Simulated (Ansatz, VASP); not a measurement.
# Two plane-wave programs on Ta2N

File INCAR:

```
SYSTEM = Ta2N
  PREC = Accurate
  ENCUT = 600
  EDIFF = 1E-6
  ISMEAR = 0
  SIGMA = 0.1
  LREAL = .False.
  LASPH = .True.
  NELM = 80
  ALGO = Normal
  ISIF = 3
  LWAVE = .False.
  LCHARG = .False.
  GGA = PE
  IBRION = 2
  NSW = 90
  EDIFFG = -0.04
```

KPOINTS

```
regular mesh
0
Gamma
  4 4 6
  0 0 0
```

Contents of POSCAR:

```
Ta2N
1.0
    3.3451823719     -4.4688573168      0.0000000000
    3.3451823719      4.4688573168      0.0000000000
    0.0000000000      0.0000000000      3.3638116763
Ta N
4 2
Direct
    0.7153637975      0.7153637975      0.0000000000
    0.2846362025      0.2846362025      0.0000000000
    0.7693204033      0.2306795967      0.0000000000
    0.2306795967      0.7693204033      0.0000000000
    0.0000000000      0.0000000000      0.3040555946
    0.0000000000      0.0000000000      0.6959444054
```

Input for Ansatz:

```yaml
crystal:
  lattice:
    - [3.3451823719, -4.4688573168, 0.0]
    - [3.3451823719, 4.4688573168, 0.0]
    - [0.0, 0.0, 3.3638116763]
  atoms:
    - { symbol: Ta, position: [0.7153637975, 0.7153637975, 0.0] }
    - { symbol: Ta, position: [0.2846362025, 0.2846362025, 0.0] }
    - { symbol: Ta, position: [0.7693204033, 0.2306795967, 0.0] }
    - { symbol: Ta, position: [0.2306795967, 0.7693204033, 0.0] }
    - { symbol: "N", position: [0.0, 0.0, 0.3040555946] }
    - { symbol: "N", position: [0.0, 0.0, 0.6959444054] }
basis:
  ecutwfc: 420
kpoints:
  mp_grid: { grid: [4, 4, 6] }
hamiltonian:
  xc: pbe
scf:
  occupations: { method: gaussian, width: 0.1 }
  lower_state_search: "off"
output:
  forces: true
  stress: true
  eigenvalues: true
relax:
  adjacent_minimum: "off"
  f_tol: 0.04
  max_steps: 70
  cell: { stress_tol: 0.4 }
```

Alike in both runs: task relaxation of cell and atoms; functional PBE; k mesh 4 × 4 × 6; occupations gaussian, width 0.1 eV; no spin polarisation.

|  | VASP | Ansatz |
| --- | --- | --- |
| version | VASP 6.6.1 | Ansatz 0.2.0 |
| potentials or method | VASP PAW PBE potentials, release 64 (Ta_pv, N), cutoff 600 eV | scalar-relativistic, plane waves, PAW |
| valence electrons in the cell | 54 | 62 |

Ansatz gave:

| Property | Result |
| --- | --- |
| gap on the k mesh at the Fermi level, each at its own relaxed structure (eV) | none |
| relaxed volume (Å³/atom) | 16.70 |
| relaxed length of the cell vector where the two differ most in proportion (Å) | 3.344 |

**Question.** What did VASP give for the same quantities?

**Answer.** gap on the k mesh at the Fermi level, each at its own relaxed structure (eV): none; relaxed volume (Å³/atom): 16.71; relaxed length of the cell vector where the two differ most in proportion (Å): 3.346.

A gap of «none» marks a metal or a gap that the smearing closes. VASP's potentials hold 54 valence electrons a cell and Ansatz's 62, so a difference there can come from the potentials and not from the codes.

Neither program's run includes spin-orbit coupling.
